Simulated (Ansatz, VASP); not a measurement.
This is a calculation of KF for VASP 6.6.1.

The input INCAR:

```
PREC = Accurate
ENCUT = 520
EDIFF = 1E-7
ISMEAR = -1
SIGMA = 0.05
LREAL = False
LASPH = True
NELM = 60
ALGO = Normal
ISIF = 2
LWAVE = False
LCHARG = True
LELF = True
LVHAR = True
NBANDS = 15
```

KPOINTS

```
regular mesh
0
Gamma
  9 9 9
```

POSCAR

```
KF
1.0
    0.0000000000      2.7242525196      2.7242525196
    2.7242525196      0.0000000000      2.7242525196
    2.7242525196      2.7242525196      0.0000000000
K F
1 1
Direct
    0.0000000000      0.0000000000      0.0000000000
    0.5000000000      0.5000000000      0.5000000000
```

Potentials or basis: VASP PAW LDA potentials, release 64 (K_sv, F).

Run with:

```sh
$ cat potpaw_LDA.64/K_sv/POTCAR potpaw_LDA.64/F/POTCAR > POTCAR
$ mpirun -np 1 vasp_std > vasp.out
```

Problem. Translate it to Ansatz 0.2.0. Potentials there: all-electron LAPW, scalar-relativistic.

Solution. As run (the cutoff follows the program's own potentials):

The input input.yaml:

```yaml
crystal:
  lattice:
    - [0.0, 2.7242525196, 2.7242525196]
    - [2.7242525196, 0.0, 2.7242525196]
    - [2.7242525196, 2.7242525196, 0.0]
  atoms:
    - { symbol: K, position: [0.0, 0.0, 0.0] }
    - { symbol: F, position: [0.5, 0.5, 0.5] }
kpoints:
  mp_grid: { grid: [9, 9, 9] }
scf:
  occupations: { method: fermi_dirac, width: 0.05 }
hamiltonian:
  xc: lda
  pseudopotentials: { kind: all_electron, lapw: { basis_error: 0.001 } }
output:
  forces: true
  stress: true
  eigenvalues: true
```

Potentials or basis: all-electron LAPW, scalar-relativistic.

Command:

```bash
$ ansatz run input.yaml --threads 1 --pin off --max-ram 3072MiB --backend cpu --events-out ev --progress --plain --runs-dir out
```

Both were run:

|  | VASP | Ansatz | Ansatz less VASP |
| --- | --- | --- | --- |
| gap on the k mesh at the Fermi level (eV) | 5.51 | 5.52 | +0.009 |
| least direct gap on the mesh (eV) | 5.51 | 5.52 | +0.009 |
| pressure (GPa) | -4.7 | -4.7 | -0.04 |

LDA's correlation is that of Perdew and Zunger in VASP and of Perdew and Wang (1992) in Ansatz. Ansatz ran all-electron here, and VASP with PAW potentials.
